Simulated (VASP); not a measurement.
# C (C2/m) in VASP: single point with PBEsol+D3(BJ)

Aim: the single point of C with PBEsol+D3(BJ).

Program: VASP 6.6.1. These are calculated values, not measurements. Logs are shortened: lines on timing, memory, paths and dates and some standing lists are left out, and cuts for length are marked.

## (1) The cell of the first run

It takes space group C2/m (No. 12, monoclinic). Conventional cell: a = 4.257 Å, b = 2.458 Å, c = 20.432 Å, α = 90.00°, β = 91.99°, γ = 90.00°. C (site symmetry m) has 3 C at 1.42 Å within 1.9 Å. C (site symmetry m) has 3 C at 1.42 Å within 1.9 Å. C (site symmetry m) has 3 C at 1.42 Å within 1.9 Å. Within 1.9 Å of C (site symmetry m) lie 3 C at 1.42 Å. Within 1.9 Å of C (site symmetry m) lie 3 C at 1.42 Å. Within 1.9 Å of C (site symmetry m) lie 3 C at 1.42 Å.

## (2) Single point, PBEsol+D3(BJ)

INCAR reads:

```
SYSTEM = C
ALGO = Normal
EDIFF = 1E-6
ENCUT = 520
GGA = PS
ISIF = 2
ISMEAR = 0
IVDW = 12
LASPH = .True.
LCHARG = .False.
LREAL = .False.
LWAVE = .False.
NBANDS = 36
NELM = 100
PREC = Accurate
SIGMA = 0.03
```

KPOINTS reads:

```
k-points
0
Gamma
  15 15 2
  0 0 0
```

POSCAR reads:

```
C
1.0
   -1.2289486572     -2.1286015142      0.0000000000
    1.2289486572     -2.1286015142      0.0000000000
    0.0000000000     -0.7095338381     20.4193683166
C
12
Direct
    0.8476610357      0.8476610357      0.9140337857
    0.2921054802      0.2921054802      0.2473671191
    0.5698832579      0.5698832579      0.5807004524
    0.8745722976      0.8745722976      0.7525662143
    0.3190167421      0.3190167421      0.0858995476
    0.5967945198      0.5967945198      0.4192328809
    0.9856876720      0.9856876720      0.0858739677
    0.2634654498      0.2634654498      0.4192073011
    0.5412432276      0.5412432276      0.7525406344
    0.9032123280      0.9032123280      0.5807260323
    0.1809901057      0.1809901057      0.9140593656
    0.6254345502      0.6254345502      0.2473926989
```

Potentials or basis: VASP PAW PBE potentials, release 64 (C).

Started as:

```bash
> cat potpaw_PBE.64/C/POTCAR > POTCAR
> mpirun -np 1 vasp_std > vasp.out
```

OUTCAR:

```text
SYSTEM = C
   EDIFF = 1E-6
   ENCUT = 520
   GGA = PS
   ISIF = 2
   ISMEAR = 0
   IVDW = 12
   LASPH = .True.
   LREAL = .False.
   NELM = 100
   PREC = Accurate
 IVDW          = 12

 ion  position               nearest neighbor table
   1  0.848  0.848  0.914-  11 1.42  11 1.42  11 1.42
   2  0.292  0.292  0.247-  12 1.42  12 1.42  12 1.42
   3  0.570  0.570  0.581-  10 1.42  10 1.42  10 1.42
   4  0.875  0.875  0.753-   9 1.42   9 1.42   9 1.42
   5  0.319  0.319  0.086-   7 1.42   7 1.42   7 1.42
   6  0.597  0.597  0.419-   8 1.42   8 1.42   8 1.42
   7  0.986  0.986  0.086-   5 1.42   5 1.42   5 1.42
   8  0.263  0.263  0.419-   6 1.42   6 1.42   6 1.42
   9  0.541  0.541  0.753-   4 1.42   4 1.42   4 1.42
  10  0.903  0.903  0.581-   3 1.42   3 1.42   3 1.42
  11  0.181  0.181  0.914-   1 1.42   1 1.42   1 1.42
  12  0.625  0.625  0.247-   2 1.42   2 1.42   2 1.42

  LATTYP: Found a base centered monoclinic cell.
 ALAT       =     4.2572030284
 B/A-ratio  =     0.5773502692
 C/A-ratio  =     4.7993229194
 COS(beta)  =    -0.0347271208

  Lattice vectors:

 A1 = (   1.2289486572,   2.1286015142,   0.0000000000)
 A2 = (  -1.2289486572,   2.1286015142,   0.0000000000)
 A3 = (   0.0000000000,  -0.7095338381,  20.4193683166)

Analysis of symmetry for initial positions (statically):
=====================================================================
 Subroutine PRICEL returns:
 Original cell was already a primitive cell.

 Routine SETGRP: Setting up the symmetry group for a
 base centered monoclinic supercell.

 Subroutine GETGRP returns: Found  4 space group operations
 (whereof  2 operations were pure point group operations)
 out of a pool of  4 trial point group operations.

The static configuration has the point symmetry C_1h.
 The point group associated with its full space group is C_2h.

Analysis of symmetry for dynamics (positions and initial velocities):
=====================================================================
 Subroutine PRICEL returns:
 Original cell was already a primitive cell.

 Routine SETGRP: Setting up the symmetry group for a
 base centered monoclinic supercell.

 Subroutine GETGRP returns: Found  4 space group operations
 (whereof  2 operations were pure point group operations)
 out of a pool of  4 trial point group operations.

[... 128 lines left out ...]
   ISYM   =      2    0-nonsym 1-usesym 2-fastsym
   POTIM  = 0.5000    time-step for ionic-motion
   TEBEG  =    0.0;   TEEND  =   0.0 temperature during run
   PSTRESS=    0.0 pullay stress
   NELECT =      48.0000    total number of electrons
   NUPDOWN=      -1.0000    fix difference up-down
   EMIN   =  10.00;   EMAX   =-10.00  energy-range for DOS
   EFERMI =   0.00;   METHOD = LEGACY
   ISMEAR =     0;   SIGMA  =   0.03  broadening in eV -4-tet -1-fermi 0-gaus
   EFERMI_NEDOS =   21; number of points for ismear=-14 and -15
   IALGO  =     38    algorithm
   IMIX   =      4    mixing-type and parameters
     AMIX     =   0.40;   BMIX     =  1.00
     AMIX_MAG =   1.60;   BMIX_MAG =  1.00
  volume/ion in A,a.u.               =       8.90        60.08
  Fermi-wavevector in a.u.,A,eV,Ry     =   1.253877  2.369485 21.391199  1.572209
  Thomas-Fermi vector in A             =   2.387709
   LORBIT       =      0    0 simple, 1 ext, 2 COOP (PROOUT), +10 PAW based schemes
   GGA     = PS    functional components
   LHFCALC =     F    Hartree Fock is set to
   AEXX    =    0.0000 exact exchange contribution
   IVDW    =    12    specifies the selected vdW correction
   LEPSILON=     F    determine dielectric tensor
   LRPA    =     F    only Hartree local field effects (RPA)
 non-spin polarized calculation
 Gauss-broadening in eV      SIGMA  =   0.03
  energy-cutoff  :      520.00
  volume of cell :      106.83
 maximum number of plane-waves:      2924
   NGX =  9   NGY =  9   NGZ = 75

 number of electron      48.0000004 magnetization

 Free energy of the ion-electron system (eV)
  ---------------------------------------------------
  ext. energy  EPLUGINS =         0.00000000
  ---------------------------------------------------
  free energy    TOTEN  =      -115.67496755 eV

  energy without entropy =     -115.67496474  energy(sigma->0) =     -115.67496615

 E-fermi :   4.5237     XC(G=0): -10.4551

 val. band max:        4.4590544610   @ k =  -0.3333   0.3333   0.0000
 cond. band min:       4.5883686254   @ k =  -0.3333   0.3333   0.0000
 fundamental gap:      0.1293141643
 Fermi energy:         4.5237215430

 k-point     1 :       0.0000    0.0000    0.0000
  band No.  band energies     occupation
      1     -15.1454      2.00000
      2     -15.0835      2.00000
      3     -15.0827      2.00000
      4     -14.9296      2.00000
      5     -14.9291      2.00000
      6     -14.8608      2.00000
[... 925 lines left out ...]
     35      13.6798      0.00000
     36      13.8489      0.00000

 [... further k-points ...]

------------------------ aborting loop because EDIFF is reached ----------------------------------------

 Edisp (eV)   -1.30357

 E8    (eV) :    -0.6337

  FORCE on cell =-STRESS in cart. coord.  units (eV):
  Direction    XX          YY          ZZ          XY          YZ          ZX
  --------------------------------------------------------------------------------------
  -------------------------------------------------------------------------------------
  Total       0.77688     0.79409    -0.21325     0.00000    -0.06160     0.00000
  in kB      11.65099    11.90908    -3.19810     0.00000    -0.92380     0.00000
  external pressure =        6.79 kB  Pullay stress =        0.00 kB

 VOLUME and BASIS-vectors are now :
 -----------------------------------------------------------------------------
  energy-cutoff  :      520.00
  volume of cell :      106.83
      direct lattice vectors                 reciprocal lattice vectors
    -1.228948657 -2.128601514  0.000000000    -0.406851822 -0.234896009 -0.008162185
     1.228948657 -2.128601514  0.000000000     0.406851822 -0.234896009 -0.008162185
     0.000000000 -0.709533838 20.419368317     0.000000000  0.000000000  0.048973111

 POSITION                                       TOTAL-FORCE (eV/Angst)
 -----------------------------------------------------------------------------------
      0.00000     -4.25720     18.66399         0.000000      0.005493      0.012826
      0.00000     -1.41907      5.05108         0.000000     -0.001290      0.000351
      0.00000     -2.83814     11.85754         0.000000      0.000889      0.001909
      0.00000     -4.25720     15.36693         0.000000      0.001290     -0.000351
      0.00000     -1.41907      1.75401         0.000000     -0.005493     -0.012826
      0.00000     -2.83814      8.56047         0.000000     -0.000889     -0.001909
      0.00000     -4.25720      1.75349         0.000000     -0.009635     -0.020322
      0.00000     -1.41907      8.55995         0.000000      0.000915     -0.002076
      0.00000     -2.83814     15.36640         0.000000     -0.000371     -0.003179
      0.00000     -4.25720     11.85806         0.000000     -0.000915      0.002076
      0.00000     -1.41907     18.66451         0.000000      0.009635      0.020322
      0.00000     -2.83814      5.05160         0.000000      0.000371      0.003179
 -----------------------------------------------------------------------------------
    total drift:                               -0.000000      0.000000     -0.000002

  FREE ENERGIE OF THE ION-ELECTRON SYSTEM (eV)
  ---------------------------------------------------
  free  energy   TOTEN  =      -116.9785385755 eV

  energy  without entropy=     -116.9785357697  energy(sigma->0) =     -116.97853717
```

OSZICAR:

```text
N       E                     dE             d eps       ncg     rms          rms(c)
DAV:   1     0.172181137600E+03    0.17218E+03   -0.24209E+04  9224   0.124E+03
DAV:   2    -0.108464254741E+03   -0.28065E+03   -0.26381E+03 12112   0.262E+02
DAV:   3    -0.122667839756E+03   -0.14204E+02   -0.14079E+02 11448   0.568E+01
DAV:   4    -0.122883161725E+03   -0.21532E+00   -0.21494E+00 11756   0.800E+00
DAV:   5    -0.122889054422E+03   -0.58927E-02   -0.58889E-02 11876   0.127E+00    0.157E+01
DAV:   6    -0.117406244985E+03    0.54828E+01   -0.53480E+00 11100   0.930E+00    0.913E+00
DAV:   7    -0.115668756148E+03    0.17375E+01   -0.63716E+00 10912   0.102E+01    0.218E+00
DAV:   8    -0.115674752448E+03   -0.59963E-02   -0.26246E-01 10648   0.204E+00    0.198E-01
DAV:   9    -0.115674431430E+03    0.32102E-03   -0.51719E-03 11876   0.339E-01    0.107E-01
DAV:  10    -0.115674943983E+03   -0.51255E-03   -0.80922E-04 11288   0.130E-01    0.812E-02
DAV:  11    -0.115674964702E+03   -0.20719E-04   -0.36996E-05 12144   0.294E-02    0.115E-02
DAV:  12    -0.115674966704E+03   -0.20019E-05   -0.27899E-06 10176   0.819E-03    0.447E-03
DAV:  13    -0.115674967550E+03   -0.84595E-06   -0.12870E-06  9504   0.515E-03
   1 F= -.11697854E+03 E0= -.11697854E+03  d E =-.280572E-05
```

stdout:

```text
POSCAR found type information on POSCAR C
 POSCAR found :  1 types and      12 ions
 scaLAPACK will be used
 -----------------------------------------------------------------------------
|                                                                             |
|                                                                             |
|     You enforced a specific xc type in the INCAR file but a different       |
|     I HOPE YOU KNOW WHAT YOU ARE DOING!                                     |
|                                                                             |
 -----------------------------------------------------------------------------

 LDA part: xc-table for (Slater+PW92), standard interpolation
 POSCAR, INCAR and KPOINTS ok, starting setup
 FFT: planning ... GRIDC
 FFT: planning ... GRID_SOFT
 FFT: planning ... GRID
 WAVECAR not read
 entering main loop
```

It took 13 min on 1 thread of AMD EPYC 7R13, shared host; peak memory 0.41 GiB.

What came out:

```
Free energy                : -116.9785 eV
Pressure                   : 0.7 GPa
Largest force              : 0.022 eV/Å
Band gap on the k mesh     : 0.13 eV, direct
Dispersion energy per atom : -0.109 eV
```

Forces on the atoms (eV/Å):
```
C    0.000  0.005  0.013
C    0.000 -0.001  0.000
C    0.000  0.001  0.002
C    0.000  0.001  0.000
C    0.000 -0.005 -0.013
C    0.000 -0.001 -0.002
C    0.000 -0.010 -0.020
C    0.000  0.001 -0.002
C    0.000  0.000 -0.003
C    0.000 -0.001  0.002
C    0.000  0.010  0.020
C    0.000  0.000  0.003
```

Caveat: the PAW data sets were made with another functional, which shifts forces and pressure a little.
